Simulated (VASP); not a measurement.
# HfO2 (Fm-3m) in VASP: notebook, part 2 of 3

VASP 6.6.1.

## 3. Single point, PBEsol

File INCAR:

```
SYSTEM = HfO2
PREC = Accurate
ENCUT = 520
EDIFF = 1E-7
ISMEAR = 0
SIGMA = 0.02
LREAL = .FALSE.
LASPH = .TRUE.
NELM = 80
ALGO = Normal
ISIF = 2
LWAVE = .FALSE.
LCHARG = .FALSE.
GGA = PS
NBANDS = 18
```

File KPOINTS:

```
Automatic mesh
0
G
  8 8 8
  0 0 0
```

File POSCAR:

```
HfO2
1.0
    0.0000000000      2.5219532024      2.5219532024
    2.5219532024      0.0000000000      2.5219532024
    2.5219532024      2.5219532024      0.0000000000
Hf O
1 2
Direct
    0.0000000000      0.0000000000      0.0000000000
    0.2500000000      0.2500000000      0.2500000000
    0.7500000000      0.7500000000      0.7500000000
```

Potentials or basis: VASP PAW PBE potentials, release 64 (Hf_pv, O).

On the command line:

```bash
$ cat potpaw_PBE.64/Hf_pv/POTCAR potpaw_PBE.64/O/POTCAR > POTCAR
$ mpirun -np 1 vasp_std > vasp.out
```

OUTCAR:

```text
SYSTEM = HfO2
   PREC = Accurate
   ENCUT = 520
   EDIFF = 1E-7
   ISMEAR = 0
   LREAL = .FALSE.
   LASPH = .TRUE.
   NELM = 80
   ISIF = 2
   GGA = PS

 ion  position               nearest neighbor table
   1  0.000  0.000  0.000-   3 2.18   3 2.18   3 2.18   2 2.18   3 2.18   2 2.18   2 2.18   2 2.18

   2  0.250  0.250  0.250-   1 2.18   1 2.18   1 2.18   1 2.18
   3  0.750  0.750  0.750-   1 2.18   1 2.18   1 2.18   1 2.18

  LATTYP: Found a face centered cubic cell.
 ALAT       =     5.0439064048

  Lattice vectors:

 A1 = (   0.0000000000,   2.5219532024,   2.5219532024)
 A2 = (   2.5219532024,   0.0000000000,   2.5219532024)
 A3 = (   2.5219532024,   2.5219532024,   0.0000000000)

Analysis of symmetry for initial positions (statically):
=====================================================================
 Subroutine PRICEL returns:
 Original cell was already a primitive cell.

 Routine SETGRP: Setting up the symmetry group for a
 face centered cubic supercell.

 Subroutine GETGRP returns: Found 48 space group operations
 (whereof 48 operations were pure point group operations)
 out of a pool of 48 trial point group operations.

The static configuration has the point symmetry O_h .

Analysis of symmetry for dynamics (positions and initial velocities):
=====================================================================
 Subroutine PRICEL returns:
 Original cell was already a primitive cell.

 Routine SETGRP: Setting up the symmetry group for a
 face centered cubic supercell.

 Subroutine GETGRP returns: Found 48 space group operations
 (whereof 48 operations were pure point group operations)
 out of a pool of 48 trial point group operations.

The dynamic configuration has the point symmetry O_h .

 Subroutine INISYM returns: Found 48 space group operations
 (whereof 48 operations are pure point group operations),
 and found     1 'primitive' translations

----------------------------------------------------------------------------------------

                                     Primitive cell

  volume of cell :      32.0805

  direct lattice vectors                    reciprocal lattice vectors
     0.000000000  2.521953202  2.521953202    -0.198259032  0.198259032  0.198259032
     2.521953202  0.000000000  2.521953202     0.198259032 -0.198259032  0.198259032
     2.521953202  2.521953202  0.000000000     0.198259032  0.198259032 -0.198259032

  length of vectors
     3.566580423  3.566580423  3.566580423     0.343394716  0.343394716  0.343394716

  position of ions in fractional coordinates (direct lattice)
     0.000000000  0.000000000  0.000000000
     0.250000000  0.250000000  0.250000000
     0.750000000  0.750000000  0.750000000

  ion indices of the primitive-cell ions
   primitive index   ion index
                 1           1
                 2           2
                 3           3

----------------------------------------------------------------------------------------

 KPOINTS: Automatic mesh

Automatic generation of k-mesh.
 Grid dimensions read from file:
 generate k-points for:    8    8    8

 Generating k-lattice:

  Cartesian coordinates                     Fractional coordinates (reciprocal lattice)
    -0.024782379  0.024782379  0.024782379     0.125000000  0.000000000  0.000000000
     0.024782379 -0.024782379  0.024782379     0.000000000  0.125000000  0.000000000
     0.024782379  0.024782379 -0.024782379     0.000000000  0.000000000  0.125000000

  Length of vectors
     0.042924340  0.042924340  0.042924340

  Shift w.r.t. Gamma in fractional coordinates (k-lattice)
     0.000000000  0.000000000  0.000000000

 Subroutine IBZKPT returns following result:
 ===========================================

 Found     29 irreducible k-points:

 Following reciprocal coordinates:
            Coordinates               Weight
  0.000000  0.000000  0.000000      1.000000
  0.125000  0.000000  0.000000      8.000000
  0.250000  0.000000  0.000000      8.000000
  0.375000  0.000000  0.000000      8.000000
  0.500000  0.000000  0.000000      4.000000
  0.125000  0.125000  0.000000      6.000000
[... 16 lines left out ...]
  0.500000  0.250000  0.125000     48.000000
 -0.375000  0.250000  0.125000     24.000000
 [... further k-points ...]
   k-points           NKPTS =     29   k-points in BZ     NKDIM =     29   number of bands    NBANDS=     18
   number of dos      NEDOS =    301   number of ions     NIONS =      3
   total plane-waves  NPLWV =  21952
   dimension x,y,z NGX =    28 NGY =   28 NGZ =   28
   dimension x,y,z NGXF=    56 NGYF=   56 NGZF=   56
   ions per type =               1   2
   NGX,Y,Z   is equivalent  to a cutoff of  13.05, 13.05, 13.05 a.u.
   NGXF,Y,Z  is equivalent  to a cutoff of  26.10, 26.10, 26.10 a.u.
 SYSTEM =  HfO2
   PREC   = accura    normal or accurate (medium, high low for compatibility)
   ISTART =      0    job   : 0-new  1-cont  2-samecut
   ICHARG =      2    charge: 1-file 2-atom 10-const
   ISPIN  =      1    spin polarized calculation?
   LNONCOLLINEAR =      F non collinear calculations
   LSORBIT =      F    spin-orbit coupling
   LASPH  =      T    aspherical Exc in radial PAW
   ENCUT  =  520.0 eV  38.22 Ry    6.18 a.u.   6.63  6.63  6.63*2*pi/ulx,y,z
   NELM   =     80;   NELMIN=  2; NELMDL= -5     # of ELM steps
   EDIFF  = 0.1E-06   stopping-criterion for ELM
   LREAL  =      F    real-space projection
   EDIFFG = 0.1E-05   stopping-criterion for IOM
   NSW    =      0    number of steps for IOM
   IBRION =     -1    ionic relax: 0-MD 1-quasi-New 2-CG
   NFREE  =      0    steps in history (QN), initial steepest desc. (CG)
   ISIF   =      2    stress and relaxation
   ISYM   =      2    0-nonsym 1-usesym 2-fastsym
   POTIM  = 0.5000    time-step for ionic-motion
   TEBEG  =    0.0;   TEEND  =   0.0 temperature during run
   PSTRESS=    0.0 pullay stress
   NELECT =      22.0000    total number of electrons
   NUPDOWN=      -1.0000    fix difference up-down
   EMIN   =  10.00;   EMAX   =-10.00  energy-range for DOS
   EFERMI =   0.00;   METHOD = LEGACY
   ISMEAR =     0;   SIGMA  =   0.02  broadening in eV -4-tet -1-fermi 0-gaus
   EFERMI_NEDOS =   21; number of points for ismear=-14 and -15
   IALGO  =     38    algorithm
   IMIX   =      4    mixing-type and parameters
     AMIX     =   0.40;   BMIX     =  1.00
     AMIX_MAG =   1.60;   BMIX_MAG =  1.00
  volume/ion in A,a.u.               =      10.69        72.16
  Fermi-wavevector in a.u.,A,eV,Ry     =   1.443673  2.728146 28.357133  2.084190
  Thomas-Fermi vector in A             =   2.562054
   LORBIT       =      0    0 simple, 1 ext, 2 COOP (PROOUT), +10 PAW based schemes
   GGA     = PS    functional components
   LHFCALC =     F    Hartree Fock is set to
   AEXX    =    0.0000 exact exchange contribution
   IVDW    =     0    specifies the selected vdW correction
   LEPSILON=     F    determine dielectric tensor
   LRPA    =     F    only Hartree local field effects (RPA)
 non-spin polarized calculation
 Gauss-broadening in eV      SIGMA  =   0.02
  energy-cutoff  :      520.00
  volume of cell :       32.08
 maximum number of plane-waves:       887
   NGX = 13   NGY = 13   NGZ = 13

 number of electron      21.9999993 magnetization

 Free energy of the ion-electron system (eV)
  ---------------------------------------------------
  ext. energy  EPLUGINS =         0.00000000
  ---------------------------------------------------
  free energy    TOTEN  =       -31.63236058 eV

  energy without entropy =      -31.63236058  energy(sigma->0) =      -31.63236058

 E-fermi :   4.4119     XC(G=0): -12.1876

 val. band max:        4.2648743375   @ k =   0.5000   0.5000   0.0000
 cond. band min:       7.9757856637   @ k =   0.5000   0.5000   0.0000
 fundamental gap:      3.7109113262
 Fermi energy:         4.4118934716

 k-point     1 :       0.0000    0.0000    0.0000
  band No.  band energies     occupation
      1     -25.2910      2.00000
      2     -25.2910      2.00000
      3     -25.2910      2.00000
      4     -14.5209      2.00000
      5     -11.3424      2.00000
      6      -1.2326      2.00000
[... 10 lines left out ...]
     17      14.8797      0.00000
     18      17.8812      0.00000
[... 466 lines left out ...]
      2     -25.4817      2.00000
      3     -25.3758      2.00000
      4     -12.8534      2.00000
      5     -12.2573      2.00000
      6      -0.7129      2.00000
[... 10 lines left out ...]
     17      15.1715      0.00000
     18      17.3879      0.00000

 [... further k-points ...]

------------------------ aborting loop because EDIFF is reached ----------------------------------------

  FORCE on cell =-STRESS in cart. coord.  units (eV):
  Direction    XX          YY          ZZ          XY          YZ          ZX
  --------------------------------------------------------------------------------------
  -------------------------------------------------------------------------------------
  Total       -0.7483871     -0.7483871     -0.7483871      0.0000000      0.0000000      0.0000000
  in kB      -37.3762553    -37.3762553    -37.3762553      0.0000000      0.0000000      0.0000000
  external PRESSURE =     -37.3762553 kB  Pullay stress =       0.0000000 kB

 VOLUME and BASIS-vectors are now :
 -----------------------------------------------------------------------------
  energy-cutoff  :      520.00
  volume of cell :       32.08
      direct lattice vectors                 reciprocal lattice vectors
     0.000000000  2.521953202  2.521953202    -0.198259032  0.198259032  0.198259032
     2.521953202  0.000000000  2.521953202     0.198259032 -0.198259032  0.198259032
     2.521953202  2.521953202  0.000000000     0.198259032  0.198259032 -0.198259032

 POSITION                                       TOTAL-FORCE (eV/Angst)
 -----------------------------------------------------------------------------------
      0.00000      0.00000      0.00000        -0.000000      0.000000     -0.000000
      1.26098      1.26098      1.26098        -0.000000     -0.000000     -0.000000
      3.78293      3.78293      3.78293         0.000000      0.000000      0.000000
 -----------------------------------------------------------------------------------
    total drift:                                0.000000      0.000000      0.000000

  FREE ENERGIE OF THE ION-ELECTRON SYSTEM (eV)
  ---------------------------------------------------
  free  energy   TOTEN  =       -31.6323605763 eV

  energy  without entropy=      -31.6323605763  energy(sigma->0) =      -31.63236058
```

It took 28 s on 1 thread of AMD EPYC 7R43 (Zen 3), shared host; peak memory 0.13 GiB.

What came out:

```yaml
Free_energy: -31.6324 eV
Pressure: -3.7 GPa
Band_gap_on_the_k_mesh: 3.71 eV, direct
```

Caveat: the PAW data sets were made with another functional, which shifts forces and pressure a little; spin-orbit coupling is left out, which moves the levels of the heavy elements.

## 4. Relaxation of cell and atoms, PBEsol

File INCAR:

```
SYSTEM = HfO2
PREC = Accurate
ENCUT = 600
EDIFF = 1E-7
ISMEAR = 0
SIGMA = 0.02
LREAL = .False.
LASPH = .True.
NELM = 100
ALGO = Normal
ISIF = 3
LWAVE = .False.
LCHARG = .False.
GGA = PS
IBRION = 2
NSW = 100
EDIFFG = -0.005
```

File KPOINTS:

```
regular mesh
0
Gamma
  8 8 8
  0 0 0
```

File POSCAR:

```
HfO2
1.0
    0.0000000000      2.5234995116      2.5234995116
    2.5234995116      0.0000000000      2.5234995116
    2.5234995116      2.5234995116      0.0000000000
Hf O
1 2
Direct
    0.0000000000      0.0000000000      0.0000000000
    0.2500000000      0.2500000000      0.2500000000
    0.7500000000      0.7500000000      0.7500000000
```

Potentials or basis: VASP PAW PBE potentials, release 64 (Hf_pv, O).

On the command line:

```bash
$ cat potpaw_PBE.64/Hf_pv/POTCAR potpaw_PBE.64/O/POTCAR > POTCAR
$ mpirun -np 1 vasp_std > vasp.out
```

OUTCAR:

```text
SYSTEM = HfO2
   PREC = Accurate
   ENCUT = 600
   EDIFF = 1E-7
   ISMEAR = 0
   LREAL = .False.
   LASPH = .True.
   NELM = 100
   ISIF = 3
   GGA = PS
   IBRION = 2
   NSW = 100
   EDIFFG = -0.005

 ion  position               nearest neighbor table
   1  0.000  0.000  0.000-   3 2.19   3 2.19   3 2.19   2 2.19   3 2.19   2 2.19   2 2.19   2 2.19

   2  0.250  0.250  0.250-   1 2.19   1 2.19   1 2.19   1 2.19
   3  0.750  0.750  0.750-   1 2.19   1 2.19   1 2.19   1 2.19

  LATTYP: Found a face centered cubic cell.
 ALAT       =     5.0469990232

  Lattice vectors:

 A1 = (   0.0000000000,   2.5234995116,   2.5234995116)
 A2 = (   2.5234995116,   0.0000000000,   2.5234995116)
 A3 = (   2.5234995116,   2.5234995116,   0.0000000000)

Analysis of symmetry for initial positions (statically):
=====================================================================
 Subroutine PRICEL returns:
 Original cell was already a primitive cell.

 Routine SETGRP: Setting up the symmetry group for a
 face centered cubic supercell.

 Subroutine GETGRP returns: Found 48 space group operations
 (whereof 48 operations were pure point group operations)
 out of a pool of 48 trial point group operations.

The static configuration has the point symmetry O_h .

Analysis of symmetry for dynamics (positions and initial velocities):
=====================================================================
 Subroutine PRICEL returns:
 Original cell was already a primitive cell.

 Routine SETGRP: Setting up the symmetry group for a
 face centered cubic supercell.

 Subroutine GETGRP returns: Found 48 space group operations
 (whereof 48 operations were pure point group operations)
 out of a pool of 48 trial point group operations.

The dynamic configuration has the point symmetry O_h .

 Subroutine INISYM returns: Found 48 space group operations
 (whereof 48 operations are pure point group operations),
 and found     1 'primitive' translations

[... 142 lines left out ...]
  ext. energy  EPLUGINS =         0.00000000
  ---------------------------------------------------
  free energy    TOTEN  =       -31.63576027 eV

  energy without entropy =      -31.63576027  energy(sigma->0) =      -31.63576027

------------------------ aborting loop because EDIFF is reached ----------------------------------------

  FORCE on cell =-STRESS in cart. coord.  units (eV):
  Direction    XX          YY          ZZ          XY          YZ          ZX
  --------------------------------------------------------------------------------------
  -------------------------------------------------------------------------------------
  Total       -0.8862801     -0.8862801     -0.8862801      0.0000000      0.0000000      0.0000000
  in kB      -44.1816501    -44.1816501    -44.1816501      0.0000000      0.0000000      0.0000000
  external PRESSURE =     -44.1816501 kB  Pullay stress =       0.0000000 kB
[... 61 lines left out ...]
--------------------------------------- Ionic step        3  -------------------------------------------

 number of electron      22.0000001 magnetization

 Free energy of the ion-electron system (eV)
  ---------------------------------------------------
  ext. energy  EPLUGINS =         0.00000000
  ---------------------------------------------------
  free energy    TOTEN  =       -31.64329166 eV

  energy without entropy =      -31.64329166  energy(sigma->0) =      -31.64329166

 E-fermi :   4.5531     XC(G=0): -12.2677

 val. band max:        4.3931890729   @ k =   0.5000   0.5000   0.0000
 cond. band min:       8.1437414592   @ k =   0.5000   0.5000   0.0000
 fundamental gap:      3.7505523864
 Fermi energy:         4.5530513581

 k-point     1 :       0.0000    0.0000    0.0000
  band No.  band energies     occupation
      1     -25.0946      2.00000
      2     -25.0946      2.00000
      3     -25.0946      2.00000
      4     -14.4878      2.00000
      5     -11.2325      2.00000
      6      -1.1990      2.00000
      7      -1.1990      2.00000
      8      -1.1990      2.00000
      9       3.7618      2.00000
     10       3.7618      2.00000
     11       3.7618      2.00000
     12       8.2427      0.00000
     13       8.2427      0.00000
     14      10.2828      0.00000
[... 401 lines left out ...]
      2     -25.2992      2.00000
      3     -25.1852      2.00000
      4     -12.7790      2.00000
      5     -12.1513      2.00000
      6      -0.6593      2.00000
      7      -0.2584      2.00000
      8       0.7147      2.00000
      9       2.0935      2.00000
     10       2.9783      2.00000
     11       3.1059      2.00000
     12       9.0067      0.00000
     13       9.4540      0.00000
     14      11.6356      0.00000
     15      12.7113      0.00000

 [... further k-points ...]

------------------------ aborting loop because EDIFF is reached ----------------------------------------

  FORCE on cell =-STRESS in cart. coord.  units (eV):
  Direction    XX          YY          ZZ          XY          YZ          ZX
  --------------------------------------------------------------------------------------
  -------------------------------------------------------------------------------------
  Total       -0.0051922     -0.0051922     -0.0051922      0.0000000      0.0000000     -0.0000000
  in kB       -0.2632115     -0.2632115     -0.2632115      0.0000000      0.0000000     -0.0000000
  external PRESSURE =      -0.2632115 kB  Pullay stress =       0.0000000 kB
[... 18 lines left out ...]
  FREE ENERGIE OF THE ION-ELECTRON SYSTEM (eV)
  ---------------------------------------------------
  free  energy   TOTEN  =       -31.6432916559 eV

  energy  without entropy=      -31.6432916559  energy(sigma->0) =      -31.64329166

 reached required accuracy - stopping structural energy minimisation
```

OSZICAR:

```text
N       E                     dE             d eps       ncg     rms          rms(c)
DAV:   1     0.111390461825E+03    0.11139E+03   -0.14208E+04   870   0.163E+03
DAV:   2    -0.326723633759E+02   -0.14406E+03   -0.13941E+03  1136   0.344E+02
DAV:   3    -0.368457929225E+02   -0.41734E+01   -0.41699E+01  1150   0.568E+01
[... 28 lines left out ...]
DAV:   5    -0.316433062817E+02    0.25197E-04   -0.18189E-04  1017   0.114E-01    0.374E-01
DAV:   6    -0.316432924602E+02    0.13821E-04   -0.61196E-05  1122   0.499E-02    0.487E-02
DAV:   7    -0.316432919594E+02    0.50081E-06   -0.70293E-06   961   0.180E-02    0.138E-02
DAV:   8    -0.316432917034E+02    0.25600E-06   -0.57033E-07   982   0.666E-03    0.375E-03
DAV:   9    -0.316432916559E+02    0.47488E-07   -0.40265E-08   449   0.187E-03
   3 F= -.31643292E+02 E0= -.31643292E+02  d E =-.753139E-02
```

Wall time 79 s (1 thread of AMD EPYC 7R43 (Zen 3), shared host); peak memory 0.15 GiB.

What came out:

| Item | Value |
| --- | --- |
| Free energy | -31.6433 eV |
| Relaxed volume | 10.54 Å³/atom |
| Relaxed cell | a = 3.549 Å, b = 3.549 Å, c = 3.549 Å, α = 60.00°, β = 60.00°, γ = 60.00° |
| Space group after relaxing (to 0.05 Å) | Fm-3m (No. 225) |
| Energy gained by relaxing | 2.5 meV/atom |
| Ionic steps | 3 |
| Pressure after relaxing | 0.0 GPa |
| Band gap on the k mesh | 3.75 eV, direct |

Step by step:
```tsv
step	energy change (eV)	largest force (eV/Å)	pressure (GPa)	volume (Å³)
1	0.0000	0.0000	-4.42	32.14
2	0.0112	0.0000	7.54	30.78
3	-0.0075	0.0000	-0.03	31.61
```

Final structure:
```xyz
3
Lattice="0.0000 2.5094 2.5094 2.5094 0.0000 2.5094 2.5094 2.5094 0.0000" Properties=species:S:1:pos:R:3 pbc="T T T"
Hf    0.0000    0.0000    0.0000
O     1.2547    1.2547    1.2547
O     3.7642    3.7642    3.7642
```

Caveat: the PAW data sets were made with another functional, which shifts forces and pressure a little; spin-orbit coupling is left out, which moves the levels of the heavy elements.

(Part 2 of 3 ends here.)
